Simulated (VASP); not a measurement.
# Zr (P6_3/mmc) in VASP: further runs

Runs on Zr. Level: PBE. Tasks: single point.

Everything below comes from runs of VASP 6.6.1. Logs are shortened: lines on timing, memory, paths and dates and some standing lists are left out, and cuts for length are marked.

## Step 1: The cell of the first run

Symmetry: P6_3/mmc, No. 194, hexagonal system. The conventional cell has a = 3.232 Å, b = 3.232 Å, c = 5.147 Å, α = 90.00°, β = 90.00°, γ = 120.00°. Zr (site symmetry -6m2) has 12 Zr at 3.18 to 3.23 Å within 4.2 Å.

## Step 2: Single point, PBE

The input, INCAR:

```
SYSTEM = Zr
  ALGO = Fast
  EDIFF = 1E-6
  ENCUT = 520
  GGA = PE
  ISIF = 2
  ISMEAR = 0
  LASPH = .True.
  LCHARG = .False.
  LREAL = .False.
  LWAVE = .False.
  NBANDS = 19
  NELM = 100
  PREC = Accurate
  SIGMA = 0.026000000000000002
```

The input, KPOINTS:

```
k-points
0
Gamma
  9 9 5
  0 0 0
```

The input, POSCAR:

```
Zr
1.0
    3.2320000000      0.0000000000      0.0000000000
   -1.6160000000      2.7989941050      0.0000000000
    0.0000000000      0.0000000000      5.1470000000
Zr
2
Direct
    0.6666666667      0.3333333333      0.7500000000
    0.3333333333      0.6666666667      0.2500000000
```

Potentials or basis: VASP PAW PBE potentials, release 64 (Zr_sv).

Run with:

```
$ cat potpaw_PBE.64/Zr_sv/POTCAR > POTCAR
$ mpirun -np 1 vasp_std > vasp.out
```

OUTCAR:

```text
SYSTEM = Zr
   EDIFF = 1E-6
   ENCUT = 520
   GGA = PE
   ISIF = 2
   ISMEAR = 0
   LASPH = .True.
   LREAL = .False.
   NELM = 100
   PREC = Accurate

 ion  position               nearest neighbor table
   1  0.667  0.333  0.750-   2 3.18   2 3.18   2 3.18   2 3.18   2 3.18   2 3.18
   2  0.333  0.667  0.250-   1 3.18   1 3.18   1 3.18   1 3.18   1 3.18   1 3.18

  LATTYP: Found a hexagonal cell.
 ALAT       =     3.2320000000
 C/A-ratio  =     1.5925123762

  Lattice vectors:

 A1 = (   3.2320000000,   0.0000000000,   0.0000000000)
 A2 = (  -1.6160000000,   2.7989941050,   0.0000000000)
 A3 = (   0.0000000000,   0.0000000000,   5.1470000000)

Analysis of symmetry for initial positions (statically):
=====================================================================
 Subroutine PRICEL returns:
 Original cell was already a primitive cell.

 Routine SETGRP: Setting up the symmetry group for a
 hexagonal supercell.

 Subroutine GETGRP returns: Found 24 space group operations
 (whereof 12 operations were pure point group operations)
 out of a pool of 24 trial point group operations.

The static configuration has the point symmetry D_3d.
 The point group associated with its full space group is D_6h.

Analysis of symmetry for dynamics (positions and initial velocities):
=====================================================================
 Subroutine PRICEL returns:
 Original cell was already a primitive cell.

 Routine SETGRP: Setting up the symmetry group for a
 hexagonal supercell.

 Subroutine GETGRP returns: Found 24 space group operations
 (whereof 12 operations were pure point group operations)
 out of a pool of 24 trial point group operations.

The dynamic configuration has the point symmetry D_3d.
 The point group associated with its full space group is D_6h.

 Subroutine INISYM returns: Found 24 space group operations
 (whereof 12 operations are pure point group operations),
 and found     1 'primitive' translations

----------------------------------------------------------------------------------------

                                     Primitive cell

  volume of cell :      46.5616

  direct lattice vectors                    reciprocal lattice vectors
     3.232000000  0.000000000  0.000000000     0.309405941  0.178635603  0.000000000
    -1.616000000  2.798994105  0.000000000     0.000000000  0.357271206  0.000000000
     0.000000000  0.000000000  5.147000000     0.000000000  0.000000000  0.194287935

  length of vectors
     3.232000000  3.232000000  5.147000000     0.357271206  0.357271206  0.194287935

  position of ions in fractional coordinates (direct lattice)
     0.666666667  0.333333333  0.750000000
     0.333333333  0.666666667  0.250000000

  ion indices of the primitive-cell ions
   primitive index   ion index
                 1           1
                 2           2

----------------------------------------------------------------------------------------

 KPOINTS: k-points

Automatic generation of k-mesh.
 Grid dimensions read from file:
 generate k-points for:    9    9    5

 Generating k-lattice:

  Cartesian coordinates                     Fractional coordinates (reciprocal lattice)
     0.034378438  0.019848400  0.000000000     0.111111111  0.000000000  0.000000000
     0.000000000  0.039696801  0.000000000     0.000000000  0.111111111  0.000000000
     0.000000000  0.000000000  0.038857587     0.000000000  0.000000000  0.200000000

  Length of vectors
     0.039696801  0.039696801  0.038857587

  Shift w.r.t. Gamma in fractional coordinates (k-lattice)
     0.000000000  0.000000000  0.000000000

 Subroutine IBZKPT returns following result:
 ===========================================

 Found     36 irreducible k-points:

 Following reciprocal coordinates:
            Coordinates               Weight
  0.000000  0.000000  0.000000      1.000000
  0.111111  0.000000  0.000000      6.000000
  0.222222  0.000000  0.000000      6.000000
  0.333333  0.000000  0.000000      6.000000
  0.444444  0.000000  0.000000      6.000000
  0.111111  0.111111  0.000000      6.000000
[... 16 lines left out ...]
  0.333333  0.222222  0.200000     24.000000
  0.333333  0.333333  0.200000      4.000000
 [... further k-points ...]
   k-points           NKPTS =     36   k-points in BZ     NKDIM =     36   number of bands    NBANDS=     19
   number of dos      NEDOS =    301   number of ions     NIONS =      2
   total plane-waves  NPLWV =  23040
   dimension x,y,z NGX =    24 NGY =   24 NGZ =   40
   dimension x,y,z NGXF=    48 NGYF=   48 NGZF=   80
   ions per type =               2
   NGX,Y,Z   is equivalent  to a cutoff of  12.34, 12.34, 12.92 a.u.
   NGXF,Y,Z  is equivalent  to a cutoff of  24.69, 24.69, 25.84 a.u.
 SYSTEM =  Zr
   PREC   = accura    normal or accurate (medium, high low for compatibility)
   ISTART =      0    job   : 0-new  1-cont  2-samecut
   ICHARG =      2    charge: 1-file 2-atom 10-const
   ISPIN  =      1    spin polarized calculation?
   LNONCOLLINEAR =      F non collinear calculations
   LSORBIT =      F    spin-orbit coupling
   LASPH  =      T    aspherical Exc in radial PAW
   ENCUT  =  520.0 eV  38.22 Ry    6.18 a.u.   6.01  6.01  9.57*2*pi/ulx,y,z
   NELM   =    100;   NELMIN=  2; NELMDL= -5     # of ELM steps
   EDIFF  = 0.1E-05   stopping-criterion for ELM
   LREAL  =      F    real-space projection
   EDIFFG = 0.1E-04   stopping-criterion for IOM
   NSW    =      0    number of steps for IOM
   IBRION =     -1    ionic relax: 0-MD 1-quasi-New 2-CG
   NFREE  =      0    steps in history (QN), initial steepest desc. (CG)
   ISIF   =      2    stress and relaxation
   ISYM   =      2    0-nonsym 1-usesym 2-fastsym
   POTIM  = 0.5000    time-step for ionic-motion
   TEBEG  =    0.0;   TEEND  =   0.0 temperature during run
   PSTRESS=    0.0 pullay stress
   NELECT =      24.0000    total number of electrons
   NUPDOWN=      -1.0000    fix difference up-down
   EMIN   =  10.00;   EMAX   =-10.00  energy-range for DOS
   EFERMI =   0.00;   METHOD = LEGACY
   ISMEAR =     0;   SIGMA  =   0.03  broadening in eV -4-tet -1-fermi 0-gaus
   EFERMI_NEDOS =   21; number of points for ismear=-14 and -15
   IALGO  =     68    algorithm
   IMIX   =      4    mixing-type and parameters
     AMIX     =   0.40;   BMIX     =  1.00
     AMIX_MAG =   1.60;   BMIX_MAG =  1.00
  volume/ion in A,a.u.               =      23.28       157.11
  Fermi-wavevector in a.u.,A,eV,Ry     =   1.312611  2.480475 23.442130  1.722948
  Thomas-Fermi vector in A             =   2.442991
   LORBIT       =      0    0 simple, 1 ext, 2 COOP (PROOUT), +10 PAW based schemes
   GGA     = PE    functional components
   LHFCALC =     F    Hartree Fock is set to
   AEXX    =    0.0000 exact exchange contribution
   IVDW    =     0    specifies the selected vdW correction
   LEPSILON=     F    determine dielectric tensor
   LRPA    =     F    only Hartree local field effects (RPA)
 non-spin polarized calculation
 RMM-DIIS sequential band-by-band and
 Gauss-broadening in eV      SIGMA  =   0.03
  energy-cutoff  :      520.00
  volume of cell :       46.56
 maximum number of plane-waves:      1284
   NGX = 13   NGY = 13   NGZ = 19

 number of electron      24.0000000 magnetization

 Free energy of the ion-electron system (eV)
  ---------------------------------------------------
  ext. energy  EPLUGINS =         0.00000000
  ---------------------------------------------------
  free energy    TOTEN  =       -17.04461452 eV

  energy without entropy =      -17.04351618  energy(sigma->0) =      -17.04406535

 E-fermi :   9.0321     XC(G=0): -11.0828

 val. band max:        9.0302716915   @ k =   0.1111   0.0000   0.4000
 cond. band min:       9.0359674219   @ k =   0.2222   0.2222   0.4000
 fundamental gap:      0.0056957304
 Fermi energy:         9.0320795394

 k-point     1 :       0.0000    0.0000    0.0000
  band No.  band energies     occupation
      1     -39.8505      2.00000
      2     -39.6961      2.00000
      3     -18.3737      2.00000
      4     -17.5032      2.00000
      5     -17.5032      2.00000
      6     -17.3676      2.00000
[... 11 lines left out ...]
     18      11.1268      0.00000
     19      13.4220      0.00000

 k-point     2 :       0.1111    0.0000    0.0000
  band No.  band energies     occupation
      1     -39.8367      2.00000
      2     -39.6905      2.00000
      3     -18.3363      2.00000
      4     -17.5847      2.00000
      5     -17.5298      2.00000
      6     -17.4460      2.00000
[... 11 lines left out ...]
     18      10.8459      0.00000
     19      13.6260      0.00000

 k-point     3 :       0.2222    0.0000    0.0000
  band No.  band energies     occupation
      1     -39.8004      2.00000
      2     -39.6774      2.00000
      3     -18.2334      2.00000
      4     -17.7910      2.00000
      5     -17.6501      2.00000
      6     -17.5937      2.00000
[... 11 lines left out ...]
     18      11.6885      0.00000
     19      13.9630      0.00000

 k-point     4 :       0.3333    0.0000    0.0000
  band No.  band energies     occupation
      1     -39.7552      2.00000
      2     -39.6661      2.00000
      3     -18.0916      2.00000
      4     -18.0242      2.00000
      5     -17.8686      2.00000
      6     -17.6623      2.00000
[... 11 lines left out ...]
     18      12.8893      0.00000
     19      14.1861      0.00000

 k-point     5 :       0.4444    0.0000    0.0000
  band No.  band energies     occupation
      1     -39.7204      2.00000
      2     -39.6639      2.00000
      3     -18.1748      2.00000
      4     -18.0049      2.00000
      5     -17.9647      2.00000
      6     -17.7054      2.00000
[... 11 lines left out ...]
     18      14.2272      0.00000
     19      14.2786      0.00000

 k-point     6 :       0.1111    0.1111    0.0000
  band No.  band energies     occupation
      1     -39.8117      2.00000
      2     -39.6812      2.00000
      3     -18.2661      2.00000
      4     -17.7049      2.00000
      5     -17.6464      2.00000
      6     -17.5264      2.00000
[... 11 lines left out ...]
     18      11.5372      0.00000
     19      13.7952      0.00000

 k-point     7 :       0.2222    0.1111    0.0000
  band No.  band energies     occupation
      1     -39.7707      2.00000
      2     -39.6692      2.00000
      3     -18.1425      2.00000
      4     -17.9068      2.00000
      5     -17.8203      2.00000
      6     -17.6276      2.00000
[... 11 lines left out ...]
     18      12.7568      0.00000
     19      13.9676      0.00000

 k-point     8 :       0.3333    0.1111    0.0000
  band No.  band energies     occupation
      1     -39.7295      2.00000
      2     -39.6635      2.00000
      3     -18.0972      2.00000
      4     -18.0004      2.00000
      5     -17.9504      2.00000
      6     -17.7204      2.00000
[... 256 lines left out ...]
 k-point    20 :       0.3333    0.1111    0.2000
  band No.  band energies     occupation
      1     -39.7232      2.00000
      2     -39.6699      2.00000
      3     -18.1781      2.00000
      4     -18.0356      2.00000
      5     -17.8532      2.00000
      6     -17.7046      2.00000
[... 11 lines left out ...]
     18      13.5941      0.00000
     19      14.4525      0.00000

 k-point    21 :       0.4444    0.1111    0.2000
  band No.  band energies     occupation
      1     -39.7052      2.00000
      2     -39.6692      2.00000
      3     -18.2270      2.00000
      4     -18.0813      2.00000
      5     -17.8436      2.00000
      6     -17.7084      2.00000
[... 11 lines left out ...]
     18      14.0912      0.00000
     19      14.9043      0.00000

 k-point    22 :       0.2222    0.2222    0.2000
  band No.  band energies     occupation
      1     -39.7263      2.00000
      2     -39.6702      2.00000
      3     -18.1168      2.00000
      4     -18.0295      2.00000
      5     -17.8117      2.00000
      6     -17.7587      2.00000
[... 11 lines left out ...]
     18      13.6387      0.00000
     19      14.5428      0.00000

 k-point    23 :       0.3333    0.2222    0.2000
  band No.  band energies     occupation
      1     -39.6981      2.00000
      2     -39.6698      2.00000
      3     -18.1380      2.00000
      4     -18.0496      2.00000
      5     -17.8934      2.00000
      6     -17.7419      2.00000
[... 11 lines left out ...]
     18      14.0443      0.00000
     19      15.5877      0.00000

 k-point    24 :       0.3333    0.3333    0.2000
  band No.  band energies     occupation
      1     -39.6790      2.00000
      2     -39.6790      2.00000
      3     -18.0342      2.00000
      4     -18.0268      2.00000
      5     -18.0268      2.00000
      6     -17.7742      2.00000
[... 11 lines left out ...]
     18      13.3874      0.00000
     19      15.7067      0.00000

 [... further k-points ...]
[... 5 lines left out ...]
  --------------------------------------------------------------------------------------
  -------------------------------------------------------------------------------------
  Total        0.0666323      0.0666323      0.3823833      0.0000000     -0.0000000      0.0000000
  in kB        2.2928074      2.2928074     13.1577613      0.0000000     -0.0000000      0.0000000
  external PRESSURE =       5.9144587 kB  Pullay stress =       0.0000000 kB

 VOLUME and BASIS-vectors are now :
 -----------------------------------------------------------------------------
  energy-cutoff  :      520.00
  volume of cell :       46.56
      direct lattice vectors                 reciprocal lattice vectors
     3.232000000  0.000000000  0.000000000     0.309405941  0.178635603  0.000000000
    -1.616000000  2.798994105  0.000000000     0.000000000  0.357271206  0.000000000
     0.000000000  0.000000000  5.147000000     0.000000000  0.000000000  0.194287935

 POSITION                                       TOTAL-FORCE (eV/Angst)
 -----------------------------------------------------------------------------------
      1.61600      0.93300      3.86025        -0.000000      0.000000      0.000000
     -0.00000      1.86600      1.28675         0.000000     -0.000000      0.000000
 -----------------------------------------------------------------------------------
    total drift:                               -0.000000      0.000000     -0.000000

  FREE ENERGIE OF THE ION-ELECTRON SYSTEM (eV)
  ---------------------------------------------------
  free  energy   TOTEN  =       -17.0446145207 eV

  energy  without entropy=      -17.0435161766  energy(sigma->0) =      -17.04406535
```

Run time: 58 s. Hardware: 1 thread of Intel Xeon 8259CL, shared host; peak memory 0.16 GiB.

What came out:

| Quantity | Value |
| --- | --- |
| Free energy | -17.0446 eV |
| Pressure | 0.6 GPa |
| Band gap on the k mesh | zero (band 12 reaches 9.85 eV, above the bottom of band 13 at 8.74 eV) |

Stress tensor (GPa, compression positive):
```
0.23 0.00 0.00
0.00 0.23 0.00
0.00 0.00 1.32
```

## Step 3: Single point, PBE

The input, INCAR:

```
PREC = Accurate
ENCUT = 520
EDIFF = 1E-6
ISMEAR = 0
SIGMA = 0.018000000000000002
LREAL = False
LASPH = True
NELM = 80
ALGO = Fast
ISIF = 2
LWAVE = False
LCHARG = True
GGA = PE
LELF = True
LVHAR = True
NBANDS = 19
```

The input, KPOINTS:

```
regular mesh
0
Gamma
  9 9 5
```

POSCAR is that of step 2.

Potentials or basis: VASP PAW PBE potentials, release 64 (Zr_sv).

Run with:

```
$ cat potpaw_PBE.64/Zr_sv/POTCAR > POTCAR
$ mpirun -np 1 vasp_std > vasp.out
```

OUTCAR:

```text
PREC = Accurate
   ENCUT = 520
   EDIFF = 1E-6
   ISMEAR = 0
   LREAL = False
   LASPH = True
   NELM = 80
   ISIF = 2
   GGA = PE

 ion  position               nearest neighbor table
   1  0.667  0.333  0.750-   2 3.18   2 3.18   2 3.18   2 3.18   2 3.18   2 3.18
   2  0.333  0.667  0.250-   1 3.18   1 3.18   1 3.18   1 3.18   1 3.18   1 3.18

  LATTYP: Found a hexagonal cell.
 ALAT       =     3.2320000000
 C/A-ratio  =     1.5925123762

  Lattice vectors:

 A1 = (   3.2320000000,   0.0000000000,   0.0000000000)
[... 191 lines left out ...]
      3     -18.3734      2.00000
      4     -17.5032      2.00000
      5     -17.5032      2.00000
      6     -17.3673      2.00000
[... 505 lines left out ...]
      6     -17.7742      2.00000
[... 11 lines left out ...]
     18      13.3875      0.00000
     19      15.7066      0.00000

 [... further k-points ...]
[... 5 lines left out ...]
  --------------------------------------------------------------------------------------
  -------------------------------------------------------------------------------------
  Total        0.0640539      0.0640539      0.3857973      0.0000000      0.0000000      0.0000000
  in kB        2.2040851      2.2040851     13.2752364      0.0000000      0.0000000      0.0000000
  external PRESSURE =       5.8944689 kB  Pullay stress =       0.0000000 kB

 VOLUME and BASIS-vectors are now :
 -----------------------------------------------------------------------------
  energy-cutoff  :      520.00
  volume of cell :       46.56
      direct lattice vectors                 reciprocal lattice vectors
     3.232000000  0.000000000  0.000000000     0.309405941  0.178635603  0.000000000
    -1.616000000  2.798994105  0.000000000     0.000000000  0.357271206  0.000000000
     0.000000000  0.000000000  5.147000000     0.000000000  0.000000000  0.194287935

 POSITION                                       TOTAL-FORCE (eV/Angst)
 -----------------------------------------------------------------------------------
      1.61600      0.93300      3.86025        -0.000000      0.000000      0.000000
     -0.00000      1.86600      1.28675         0.000000     -0.000000      0.000000
 -----------------------------------------------------------------------------------
    total drift:                               -0.000000      0.000000     -0.000000

  FREE ENERGIE OF THE ION-ELECTRON SYSTEM (eV)
  ---------------------------------------------------
  free  energy   TOTEN  =       -17.0443051431 eV

  energy  without entropy=      -17.0436689455  energy(sigma->0) =      -17.04398704
```

OSZICAR:

```text
N       E                     dE             d eps       ncg     rms          rms(c)
DAV:   1     0.217970508399E+03    0.21797E+03   -0.13195E+04  1368   0.125E+03
DAV:   2    -0.700846502245E+00   -0.21867E+03   -0.21448E+03  1558   0.367E+02
DAV:   3    -0.172872891308E+02   -0.16586E+02   -0.16402E+02  2478   0.720E+01
[... 11 lines left out ...]
RMM:  15    -0.170442942022E+02   -0.10713E-04   -0.77412E-05  1997   0.402E-02    0.199E-02
RMM:  16    -0.170442989307E+02   -0.47284E-05   -0.40090E-05  2012   0.330E-02    0.765E-03
RMM:  17    -0.170443024860E+02   -0.35554E-05   -0.24512E-05  2016   0.282E-02    0.589E-03
RMM:  18    -0.170443041694E+02   -0.16834E-05   -0.13581E-05  1462   0.169E-02    0.463E-03
RMM:  19    -0.170443051431E+02   -0.97368E-06   -0.92762E-06  1437   0.133E-02
   1 F= -.17044305E+02 E0= -.17043987E+02  d E =-.636198E-03
```

Wall time 66 s (1 thread of Intel Xeon 8259CL, shared host); peak memory 0.17 GiB.

Results:

```yaml
Free_energy: -17.0443 eV
Pressure: 0.6 GPa
Band_gap_on_the_k_mesh: zero (band 12 reaches 9.85 eV, above the bottom of band 13 at 8.74 eV)
```

Stress tensor (GPa, compression positive):
```
0.22 0.00 0.00
0.00 0.22 0.00
0.00 0.00 1.33
```

Levels at points of the mesh, in eV from the Fermi level:
```tsv
k point	band 10	band 11	band 12	band 13	band 14	band 15
(0.00, 0.00, 0.00)	-3.07	0.82	0.82	0.97	1.13	1.51
```

(Continued in part 2 of 2.)
